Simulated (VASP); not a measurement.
Write the native input for VASP 6.6.1 that does the following.

| Property | Result |
| --- | --- |
| Task | single point |
| Functional | LDA |
| Potentials or basis | VASP PAW LDA potentials, release 64 (Ca_sv, C) |
| Cutoff | 520 eV |
| k mesh | 10 × 10 × 10 |
| Occupations | gaussian, width 0.05 eV |
| Spin | no spin polarisation |
| Dipole correction | no |
| Further INCAR settings | ALGO = Normal; EDIFF = 1e-06; NBANDS = 16 |

The structure of CaC2 lies in POSCAR:

```
CaC2
1.0
   -1.9342985994      1.9342985994      3.5223223668
    1.9342985994     -1.9342985994      3.5223223668
    1.9342985994      1.9342985994     -3.5223223668
Ca C
1 2
Direct
    0.0000000000      0.0000000000      0.0000000000
    0.5978927200      0.5978927200      0.0000000000
    0.4021072800      0.4021072800      0.0000000000
```

This cell differs from its parent crystal: strain +0.1000 x Voigt [0, 0, 1, 0, 0, 0].

The input as run:

INCAR

```
PREC = Accurate ; ENCUT = 520
EDIFF = 1E-6 ; ISMEAR = 0
SIGMA = 0.05 ; LREAL = False
LASPH = True ; NELM = 60
ALGO = Normal ; ISIF = 2
LWAVE = False ; LCHARG = False
GGA = CA ; NBANDS = 16
```

KPOINTS

```
regular mesh
0
Gamma
  10 10 10
```

Potentials or basis: VASP PAW LDA potentials, release 64 (Ca_sv, C).

Command:

```sh
$ cat potpaw_LDA.64/Ca_sv/POTCAR potpaw_LDA.64/C/POTCAR > POTCAR
$ mpirun -np 1 vasp_std > vasp.out
```

Results of the run:

- Pressure: -16.3 GPa
- Largest force: 6.088 eV/Å
- Band gap on the k mesh: 0.77 eV, indirect (least direct gap 1.81 eV)

Caveat: the cell differs from its parent crystal (strain +0.1000 x Voigt [0, 0, 1, 0, 0, 0]); forces of over 1 eV/Å act on the atoms, so gaps and moduli don't describe the material at rest.

It took 3.2 min on 1 thread of Intel Xeon 8259CL, with other jobs on the host, peak memory 0.23 GiB.
